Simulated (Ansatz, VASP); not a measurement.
Two plane-wave programs on ZnS

```
Zn S
1.0
     0.00000    2.69409    2.69409
     2.55938    0.00000    2.69409
     2.55938    2.69409    0.00000
Zn S
1 1
Direct
  0.00000 0.00000 0.00000
  0.25000 0.25000 0.25000
```

Change from the starting cell: uniaxial_x strain -5.0%.

Alike in both runs: task single point; functional HSE06; k mesh 6 × 6 × 6; no spin polarisation.

|  | VASP | Ansatz |
| --- | --- | --- |
| version | VASP 6.6.1 | Ansatz 0.2.0 |
| potentials or method | VASP PAW PBE potentials, release 64 (Zn, S) | plane waves, PAW |
| plane-wave cutoff (eV) | 520 | 420 |
| occupations | gaussian, width 0.01 eV | fixed |
| valence electrons in the cell | 18 | 18 |

```csv
,VASP,Ansatz,Ansatz less VASP
gap on the k mesh at the Fermi level (eV),3.49,3.50,+0.007
pressure (GPa),6.2,6.2,+0.02
"traceless stress, the component that is largest in VASP (GPa)",1.19,1.18,-0.005
```

Ansatz's warnings: stress exchange threshold loose, stress scf threshold loose.
